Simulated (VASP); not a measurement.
Set up this calculation in VASP 6.6.1, as the native input.

```yaml
Task: single point
Functional: PBEsol
Potentials_or_basis: VASP PAW PBE potentials, release 64 (Cl)
Cutoff: 520 eV
k_mesh: 9 × 9 × 4
Occupations: fermi-dirac, width 0.05 eV
Spin: no spin polarisation
Dipole_correction: no
Further_INCAR_settings: ALGO = Normal; EDIFF = 1e-06; NBANDS = 22
```

The structure of Cl lies in POSCAR:

```
Cl
1.0
    3.4661380388     -1.9448437695      0.0000000000
    3.4661380388      1.9448437695      0.0000000000
    0.0000000000      0.0000000000      8.0055908624
Cl
4
Direct
    0.8736008072      0.1263991928      0.1111123907
    0.6263991928      0.3736008072      0.6111123907
    0.1263991928      0.8736008072      0.8888876093
    0.3736008072      0.6263991928      0.3888876093
```

The input as run:

INCAR

```
PREC = Accurate
ENCUT = 520
EDIFF = 1E-6
ISMEAR = -1
SIGMA = 0.05
LREAL = F
LASPH = T
NELM = 60
ALGO = Normal
ISIF = 2
LWAVE = F
LCHARG = F
GGA = PS
NBANDS = 22
```

KPOINTS

```
regular mesh
0
Gamma
  9 9 4
```

Potentials or basis: VASP PAW PBE potentials, release 64 (Cl).

Launch:

```console
$ cat potpaw_PBE.64/Cl/POTCAR > POTCAR
$ mpirun -np 1 vasp_std > vasp.out
```

Results of the run:

The pressure is -0.3 GPa, the largest force is 0.140 eV/Å and the band gap on the k mesh is 2.08 eV.

Caveat: this functional lacks dispersion, which holds the molecules together, so the pressure and a relaxed volume are unreliable; the PAW data sets were made with another functional, which shifts forces and pressure a little; an odd mesh through Γ misses points on the zone boundary, where band edges can lie.

Run time: 120 s on 1 thread of AMD EPYC 7R43 64-Core Processor (Zen 3) (shared host), peak memory 0.23 GiB.
